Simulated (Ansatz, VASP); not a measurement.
One calculation of GaF, two programs

```
Ga F
1.0
     3.10129    0.00000    0.00000
     0.00000    3.10129    0.00000
     0.00000    0.00000    3.10129
Ga F
1 1
Direct
  0.00000 0.00000 0.00000
  0.50000 0.50000 0.50000
```

Alike in both runs: task single point; functional r2SCANh; k mesh 4 × 4 × 4; occupations fermi-dirac, width 0.05 eV; no spin polarisation.

```csv
,VASP,Ansatz
version,VASP 6.6.1,Ansatz 0.2.0
potentials or method,"VASP PAW PBE potentials, release 64 (Ga_d, F)",Ansatz PAW
plane-wave cutoff (eV),520,500
valence electrons in the cell,20,20
```

Ansatz gave:

* gap on the k mesh at the Fermi level (eV): 0.45
* least direct gap on the mesh (eV): 1.90
* pressure (GPa): 2.1

Task: Estimate VASP's values.

Result: gap on the k mesh at the Fermi level (eV): 0.50; least direct gap on the mesh (eV): 1.92; pressure (GPa): 1.9.

VASP's potentials were made for PBE, not for r2SCANh.

The k mesh is coarse, so the values compare programs but aren't converged.
